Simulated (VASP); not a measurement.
Set up this calculation in VASP 6.6.1, as the native input.

| Item | Value |
| --- | --- |
| Task | single point |
| Functional | LDA |
| Potentials or basis | VASP PAW LDA potentials, release 64 (Mo_sv) |
| Cutoff | 520 eV |
| k mesh | 12 × 12 × 11 |
| Occupations | fermi-dirac, width 0.15 eV |
| Spin | no spin polarisation |
| Dipole correction | no |
| Further INCAR settings | ALGO = Normal; EDIFF = 1e-07; NBANDS = 13 |

The structure of Mo lies in POSCAR:

```
Mo
1.0
    2.7078770925      0.0000000000      0.0000000000
   -1.3539385463      2.3450903537      0.0000000000
    0.0000000000      0.0000000000      2.5293690292
Mo
1
Direct
    0.0000000000      0.0000000000      0.5000000000
```

One way to write it, as run:

INCAR

```
SYSTEM = Mo
PREC     = Accurate       ! precision mode
ENCUT    = 520            ! plane-wave cutoff, eV
EDIFF    = 1E-7           ! SCF threshold, eV
ISMEAR   = -1             ! smearing method
SIGMA    = 0.15           ! smearing width, eV
LREAL    = .FALSE.        ! projectors in reciprocal space
LASPH    = .TRUE.         ! aspherical terms in the spheres
NELM     = 100            ! most SCF steps
ALGO     = Normal         ! electronic algorithm
ISIF     = 2              ! what is computed and relaxed
LWAVE    = .FALSE.        ! write WAVECAR
LCHARG   = .FALSE.        ! write CHGCAR
NBANDS   = 13             ! bands
```

KPOINTS

```
Automatic mesh
0
G
  12 12 11
  0 0 0
```

Potentials or basis: VASP PAW LDA potentials, release 64 (Mo_sv).

Command:

```console
$ cat potpaw_LDA.64/Mo_sv/POTCAR > POTCAR
$ mpirun -np 1 vasp_std > vasp.out
```

It gave:

```json
{"Pressure": "-0.8 GPa", "Band gap on the k mesh": "zero (band 7 reaches 12.87 eV, above the bottom of band 8 at 10.94 eV)"}
```

It took 14 s on 1 thread of Intel Xeon 6975P-C (shared host), peak memory 0.13 GiB.
